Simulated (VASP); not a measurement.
Set up this calculation in VASP 6.6.1, as the native input.

| Property | Result |
| --- | --- |
| Task | single point |
| Functional | PBE |
| Potentials or basis | VASP PAW PBE potentials, release 64 (Sc_sv) |
| Cutoff | 520 eV |
| k mesh | 18 × 18 × 18 |
| Occupations | fermi-dirac, width 0.1 eV |
| Spin | no spin polarisation |
| Dipole correction | no |
| Further INCAR settings | ALGO = Normal; EDIFF = 1e-06; NBANDS = 12 |

The structure of Sc lies in POSCAR:

```
Sc
1.0
    0.0000000000      1.8552811877      1.8552811877
    1.8552811877      0.0000000000      1.8552811877
    1.8552811877      1.8552811877      0.0000000000
Sc
1
Direct
    0.0000000000      0.0000000000      0.0000000000
```

The input as run:

INCAR

```
SYSTEM = Sc
PREC = Accurate
ENCUT = 520
EDIFF = 1E-6
ISMEAR = -1
SIGMA = 0.1
LREAL = .FALSE.
LASPH = .TRUE.
NELM = 80
ALGO = Normal
ISIF = 2
LWAVE = .FALSE.
LCHARG = .FALSE.
GGA = PE
NBANDS = 12
```

KPOINTS

```
regular mesh
0
G
  18 18 18
  0 0 0
```

Potentials or basis: VASP PAW PBE potentials, release 64 (Sc_sv).

Run with:

```sh
$ cat potpaw_PBE.64/Sc_sv/POTCAR > POTCAR
$ mpirun -np 1 vasp_std > vasp.out
```

It gave:

| Quantity | Value |
| --- | --- |
| Pressure | 90.0 GPa |

Run time: 30 s on 1 thread of Intel Xeon 8259CL (shared host), peak memory 0.15 GiB.
